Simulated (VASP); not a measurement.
# Y in VASP: single point with r2SCAN

Aim: the single point of Y with r2SCAN.

All numbers are computed with VASP 6.6.1; they aren't measurements. Logs are shortened: lines on timing, memory, paths and dates and some standing lists are left out, and cuts for length are marked.

### Step 1. The cell of the first run

The cell holds a slab with vacuum, 4 atoms: a = 3.607 Å, b = 3.607 Å, c = 24.651 Å, α = 90.00°, β = 90.00°, γ = 90.00°.

### Step 2. Single point, r2SCAN

POSCAR

```
Y
1.0
    3.6068842176      0.0000000000      0.0000000000
    0.0000000000      3.6068842176      0.0000000000
    0.0000000000      0.0000000000     24.6513568676
Y
4
Direct
    0.5000000000      0.5000000000      0.3448086061
    0.0000000000      0.0000000000      0.4482695354
    0.5000000000      0.5000000000      0.5528034404
    0.0000000000      0.0000000000      0.6485821964
```

INCAR.step1

```
ALGO     = Normal         # electronic algorithm
DIPOL    = 0.5 0.5 0.499
EDIFF    = 1E-4           # SCF threshold, eV
ENCUT    = 520            # plane-wave cutoff, eV
GGA      = PE             # functional
IDIPOL   = 3            
ISMEAR   = 0              # smearing method
LASPH    = T              # aspherical terms in the spheres
LCHARG   = F              # write CHGCAR
LDIPOL   = T            
LREAL    = F              # projectors in reciprocal space
LWAVE    = T              # write WAVECAR
NBANDS   = 30             # bands
NELM     = 100            # most SCF steps
PREC     = Accurate       # precision mode
SIGMA    = 0.1            # smearing width, eV
```

INCAR.step2

```
ALGO     = Normal         # electronic algorithm
DIPOL    = 0.5 0.5 0.499
EDIFF    = 1E-6           # SCF threshold, eV
ENCUT    = 520            # plane-wave cutoff, eV
IDIPOL   = 3            
ISIF     = 2              # what is computed and relaxed
ISMEAR   = 0              # smearing method
ISTART   = 1            
LASPH    = T              # aspherical terms in the spheres
LCHARG   = F              # write CHGCAR
LDIPOL   = T            
LMIXTAU  = T            
LREAL    = F              # projectors in reciprocal space
LWAVE    = F              # write WAVECAR
METAGGA  = R2SCAN         # meta-GGA
NBANDS   = 30             # bands
NELM     = 100            # most SCF steps
PREC     = Accurate       # precision mode
SIGMA    = 0.1            # smearing width, eV
```

KPOINTS

```
k-points
0
Gamma
  8 8 1
```

Potentials or basis: VASP PAW PBE potentials, release 64 (Y_sv).

Run with:

```sh
$ cat potpaw_PBE.64/Y_sv/POTCAR > POTCAR
$ cp INCAR.step1 INCAR
$ mpirun -np 1 vasp_std > vasp.out
$ cp INCAR.step2 INCAR
$ mpirun -np 1 vasp_std > vasp.out
```

OUTCAR:

```text
EDIFF = 1E-6
   ENCUT = 520
   ISIF = 2
   ISMEAR = 0
   ISTART = 1
   LASPH = T
   LREAL = F
   METAGGA = R2SCAN
   NELM = 100
   PREC = Accurate

 ion  position               nearest neighbor table
   1  0.500  0.500  0.345-   2 3.61   2 3.61   2 3.61   2 3.61
   2  0.000  0.000  0.448-   1 3.61   1 3.61   1 3.61   1 3.61   3 3.63   3 3.63   3 3.63   3 3.63

   3  0.500  0.500  0.553-   4 3.48   4 3.48   4 3.48   4 3.48   2 3.63   2 3.63   2 3.63   2 3.63

   4  0.000  0.000  0.649-   3 3.48   3 3.48   3 3.48   3 3.48

  LATTYP: Found a simple tetragonal cell.
 ALAT       =     3.6068842176
 C/A-ratio  =     6.8345295774

  Lattice vectors:

 A1 = (   3.6068842176,   0.0000000000,   0.0000000000)
 A2 = (   0.0000000000,   3.6068842176,   0.0000000000)
 A3 = (   0.0000000000,   0.0000000000,  24.6513568676)

Analysis of symmetry for initial positions (statically):
=====================================================================
 Subroutine PRICEL returns:
 Original cell was already a primitive cell.

 Routine SETGRP: Setting up the symmetry group for a
 simple tetragonal supercell.

 Subroutine GETGRP returns: Found  8 space group operations
 (whereof  8 operations were pure point group operations)
 out of a pool of 16 trial point group operations.

The static configuration has the point symmetry C_4v.

Analysis of symmetry for dynamics (positions and initial velocities):
=====================================================================
 Subroutine PRICEL returns:
 Original cell was already a primitive cell.

 Routine SETGRP: Setting up the symmetry group for a
 simple tetragonal supercell.

 Subroutine GETGRP returns: Found  8 space group operations
 (whereof  8 operations were pure point group operations)
 out of a pool of 16 trial point group operations.

The dynamic configuration has the point symmetry C_4v.

 Subroutine INISYM returns: Found  8 space group operations
 (whereof  8 operations are pure point group operations),
 and found     1 'primitive' translations

----------------------------------------------------------------------------------------

                                     Primitive cell

  volume of cell :     320.7046

  direct lattice vectors                    reciprocal lattice vectors
     3.606884218  0.000000000  0.000000000     0.277247602  0.000000000  0.000000000
     0.000000000  3.606884218  0.000000000     0.000000000  0.277247602  0.000000000
     0.000000000  0.000000000 24.651356868     0.000000000  0.000000000  0.040565718

  length of vectors
     3.606884218  3.606884218 24.651356868     0.277247602  0.277247602  0.040565718

  position of ions in fractional coordinates (direct lattice)
     0.500000000  0.500000000  0.344808606
     0.000000000  0.000000000  0.448269535
     0.500000000  0.500000000  0.552803440
     0.000000000  0.000000000  0.648582196

  ion indices of the primitive-cell ions
   primitive index   ion index
                 1           1
                 2           2
                 3           3
                 4           4

----------------------------------------------------------------------------------------

 KPOINTS: k-points

Automatic generation of k-mesh.
 Grid dimensions read from file:
 generate k-points for:    8    8    1

 Generating k-lattice:

  Cartesian coordinates                     Fractional coordinates (reciprocal lattice)
     0.034655950  0.000000000  0.000000000     0.125000000  0.000000000  0.000000000
     0.000000000  0.034655950  0.000000000     0.000000000  0.125000000  0.000000000
     0.000000000  0.000000000  0.040565718     0.000000000  0.000000000  1.000000000

  Length of vectors
     0.034655950  0.034655950  0.040565718

  Shift w.r.t. Gamma in fractional coordinates (k-lattice)
     0.000000000  0.000000000  0.000000000

 Subroutine IBZKPT returns following result:
 ===========================================

 Found     15 irreducible k-points:

 Following reciprocal coordinates:
            Coordinates               Weight
  0.000000  0.000000  0.000000      1.000000
  0.125000  0.000000  0.000000      4.000000
  0.250000  0.000000  0.000000      4.000000
  0.375000  0.000000  0.000000      4.000000
  0.500000  0.000000  0.000000      2.000000
  0.125000  0.125000  0.000000      4.000000
  0.250000  0.125000  0.000000      8.000000
  0.375000  0.125000  0.000000      8.000000
  0.500000  0.125000  0.000000      4.000000
  0.250000  0.250000  0.000000      4.000000
  0.375000  0.250000  0.000000      8.000000
  0.500000  0.250000  0.000000      4.000000
  0.375000  0.375000  0.000000      4.000000
  0.500000  0.375000  0.000000      4.000000
  0.500000  0.500000  0.000000      1.000000
   k-points           NKPTS =     15   k-points in BZ     NKDIM =     15   number of bands    NBANDS=     30
   number of dos      NEDOS =    301   number of ions     NIONS =      4
   total plane-waves  NPLWV = 150528
   dimension x,y,z NGX =    28 NGY =   28 NGZ =  192
   dimension x,y,z NGXF=    56 NGYF=   56 NGZF=  384
   ions per type =               4
   NGX,Y,Z   is equivalent  to a cutoff of  12.91, 12.91, 12.95 a.u.
   NGXF,Y,Z  is equivalent  to a cutoff of  25.81, 25.81, 25.90 a.u.
 SYSTEM =  unknown system
   PREC   = accura    normal or accurate (medium, high low for compatibility)
   ISTART =      1    job   : 0-new  1-cont  2-samecut
   ICHARG =      0    charge: 1-file 2-atom 10-const
   ISPIN  =      1    spin polarized calculation?
   LNONCOLLINEAR =      F non collinear calculations
   LSORBIT =      F    spin-orbit coupling
   LASPH  =      T    aspherical Exc in radial PAW
   ENCUT  =  520.0 eV  38.22 Ry    6.18 a.u.   6.71  6.71 45.84*2*pi/ulx,y,z
   NELM   =    100;   NELMIN=  2; NELMDL=  0     # of ELM steps
   EDIFF  = 0.1E-05   stopping-criterion for ELM
   LREAL  =      F    real-space projection
   EDIFFG = 0.1E-04   stopping-criterion for IOM
   NSW    =      0    number of steps for IOM
   IBRION =     -1    ionic relax: 0-MD 1-quasi-New 2-CG
   NFREE  =      0    steps in history (QN), initial steepest desc. (CG)
   ISIF   =      2    stress and relaxation
   ISYM   =      2    0-nonsym 1-usesym 2-fastsym
   POTIM  = 0.5000    time-step for ionic-motion
   TEBEG  =    0.0;   TEEND  =   0.0 temperature during run
   PSTRESS=    0.0 pullay stress
   NELECT =      44.0000    total number of electrons
   NUPDOWN=      -1.0000    fix difference up-down
   EMIN   =  10.00;   EMAX   =-10.00  energy-range for DOS
   EFERMI =   0.00;   METHOD = LEGACY
   ISMEAR =     0;   SIGMA  =   0.10  broadening in eV -4-tet -1-fermi 0-gaus
   EFERMI_NEDOS =   21; number of points for ismear=-14 and -15
   IALGO  =     38    algorithm
   IMIX   =      4    mixing-type and parameters
     AMIX     =   0.40;   BMIX     =  1.00
     AMIX_MAG =   1.60;   BMIX_MAG =  1.00
  volume/ion in A,a.u.               =      80.18       541.06
  Fermi-wavevector in a.u.,A,eV,Ry     =   0.844353  1.595596  9.700025  0.712932
  Thomas-Fermi vector in A             =   1.959367
   LORBIT       =      0    0 simple, 1 ext, 2 COOP (PROOUT), +10 PAW based schemes
   METAGGA = R2SCAN    functional components
   LHFCALC =     F    Hartree Fock is set to
   AEXX    =    0.0000 exact exchange contribution
   IVDW    =     0    specifies the selected vdW correction
   LEPSILON=     F    determine dielectric tensor
   LRPA    =     F    only Hartree local field effects (RPA)
 non-spin polarized calculation
 Gauss-broadening in eV      SIGMA  =   0.10
  energy-cutoff  :      520.00
  volume of cell :      320.70
 maximum number of plane-waves:      8676
 NGX is ok and might be reduce to    28
   NGX = 13   NGY = 13   NGZ = 91

 dipolmoment           0.000000      0.000000      0.051758 electrons x Angstroem

 number of electron      43.9999997 magnetization

 dipolmoment           0.000000      0.000000     -0.005072 electrons x Angstroem

 Free energy of the ion-electron system (eV)
  ---------------------------------------------------
  ext. energy  EPLUGINS =         0.00000000
  ---------------------------------------------------
  free energy    TOTEN  =       -79.24714337 eV

  energy without entropy =      -79.19668533  energy(sigma->0) =      -79.22191435

 E-fermi :  -0.2251     XC(G=0):  -4.8175

 val. band max:       -0.2380039312   @ k =   0.2500   0.0000   0.0000
 cond. band min:      -0.2007166325   @ k =   0.3750   0.2500   0.0000
 fundamental gap:      0.0372872988
 Fermi energy:        -0.2251072844

 k-point     1 :       0.0000    0.0000    0.0000
  band No.  band energies     occupation
      1     -45.0610      2.00000
      2     -44.8834      2.00000
      3     -44.3677      2.00000
      4     -44.1629      2.00000
      5     -24.5014      2.00000
      6     -24.3628      2.00000
[... 22 lines left out ...]
     29       1.9531      0.00000
     30       2.2919      0.00000

 k-point     2 :       0.1250    0.0000    0.0000
  band No.  band energies     occupation
      1     -45.0578      2.00000
      2     -44.8800      2.00000
      3     -44.3643      2.00000
      4     -44.1602      2.00000
      5     -24.4959      2.00000
      6     -24.3575      2.00000
[... 22 lines left out ...]
     29       2.0211      0.00000
     30       2.0385      0.00000

 k-point     3 :       0.2500    0.0000    0.0000
  band No.  band energies     occupation
      1     -45.0501      2.00000
      2     -44.8718      2.00000
      3     -44.3560      2.00000
      4     -44.1536      2.00000
      5     -24.4836      2.00000
      6     -24.3463      2.00000
[... 385 lines left out ...]
     29       2.1262      0.00000
     30       2.1962      0.00000

 k-point    15 :       0.5000    0.5000    0.0000
  band No.  band energies     occupation
      1     -45.0182      2.00000
      2     -44.8389      2.00000
      3     -44.3228      2.00000
      4     -44.1223      2.00000
      5     -24.4388      2.00000
      6     -24.4388      2.00000
[... 22 lines left out ...]
     29       2.5188      0.00000
     30       2.5188      0.00000

------------------------ aborting loop because EDIFF is reached ----------------------------------------

 vacuum level on the upper side and lower side of the slab       (xc-potential included)        -0.031         0.043

  FORCE on cell =-STRESS in cart. coord.  units (eV):
  Direction    XX          YY          ZZ          XY          YZ          ZX
  --------------------------------------------------------------------------------------
  -------------------------------------------------------------------------------------
  Total       -0.9437522     -0.9437522     -1.1648444      0.0000000      0.0000000     -0.0000000
  in kB       -4.7148008     -4.7148008     -5.8193339      0.0000000      0.0000000     -0.0000000
  external PRESSURE =      -5.0829785 kB  Pullay stress =       0.0000000 kB

 VOLUME and BASIS-vectors are now :
 -----------------------------------------------------------------------------
  energy-cutoff  :      520.00
  volume of cell :      320.70
      direct lattice vectors                 reciprocal lattice vectors
     3.606884218  0.000000000  0.000000000     0.277247602  0.000000000  0.000000000
     0.000000000  3.606884218  0.000000000     0.000000000  0.277247602  0.000000000
     0.000000000  0.000000000 24.651356868     0.000000000  0.000000000  0.040565718

 POSITION                                       TOTAL-FORCE (eV/Angst)
 -----------------------------------------------------------------------------------
      1.80344      1.80344      8.50000        -0.000000     -0.000000      0.454281
      0.00000      0.00000     11.05045         0.000000      0.000000     -0.455865
      1.80344      1.80344     13.62735        -0.000000      0.000000     -0.001764
      0.00000      0.00000     15.98843        -0.000000      0.000000      0.003348
 -----------------------------------------------------------------------------------
    total drift:                               -0.000000      0.000000      0.000106

  FREE ENERGIE OF THE ION-ELECTRON SYSTEM (eV)
  ---------------------------------------------------
  free  energy   TOTEN  =       -79.2471433657 eV

  energy  without entropy=      -79.1966853255  energy(sigma->0) =      -79.22191435

 vacuum level on the upper side and lower side of the slab         2.452         2.525
```

Wall time 21 min (1 thread of Intel Xeon Platinum 8488C (Sapphire Rapids), shared host); peak memory 0.48 GiB.

Results:

```yaml
Free_energy: -79.2471 eV
Largest_force: 0.456 eV/Å
Band_gap_on_the_k_mesh: zero (band 22 reaches -0.10 eV, above the bottom of band 23 at -0.40 eV)
```

Forces on the atoms (eV/Å):
```
Y    0.000  0.000  0.454
Y    0.000  0.000 -0.456
Y    0.000  0.000 -0.002
Y    0.000  0.000  0.003
```

Caveat: the PAW data sets were made with another functional, which shifts forces and pressure a little.
